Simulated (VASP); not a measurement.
**Al: single point with PBE**

Crystal: Al.

```
Al
1.0
     2.90764    0.00000   -0.00640
    -1.45382    2.51810    0.00000
     1.44879    0.83646    2.29206
Al
1
Direct
  0.00000 0.00000 0.00000
```

| Quantity | Value |
| --- | --- |
| Program | VASP 6.6.1 |
| Task | single point |
| Functional | PBE |
| Potentials or basis | VASP PAW PBE potentials, release 64 (Al) |
| Cutoff | 500 eV |
| k mesh | 12 × 12 × 15 |
| Occupations | gaussian, width 0.1 eV |
| Spin | no spin polarisation |
| Dipole correction | no |
| Further INCAR settings | ALGO = Normal; EDIFF = 1e-06; NBANDS = 8 |

| Property | Result |
| --- | --- |
| Pressure | -1.4 GPa |
| Band gap on the k mesh | zero (an odd number of electrons rules out a gap without spin polarisation) |

Stress tensor (GPa, compression positive):
```
-2.00  0.01 -0.06
 0.01 -2.01 -0.03
-0.06 -0.03 -0.06
```

Levels at points of the mesh, in eV from the Fermi level:
```csv
k point,band 1,band 2,band 3,band 4,band 5
"(0.00, 0.00, 0.00)",-11.04,12.11,12.16,13.16,13.42
"(0.50, 0.00, 0.00)",-2.94,-1.68,5.09,5.21,5.97
"(0.00, 0.50, 0.00)",-4.61,-4.53,11.09,11.18,11.55
```

It took 36 s on 1 thread of Intel(R) Xeon(R) Platinum 8488C (Sapphire Rapids), with other jobs on the host, peak memory 0.18 GiB.
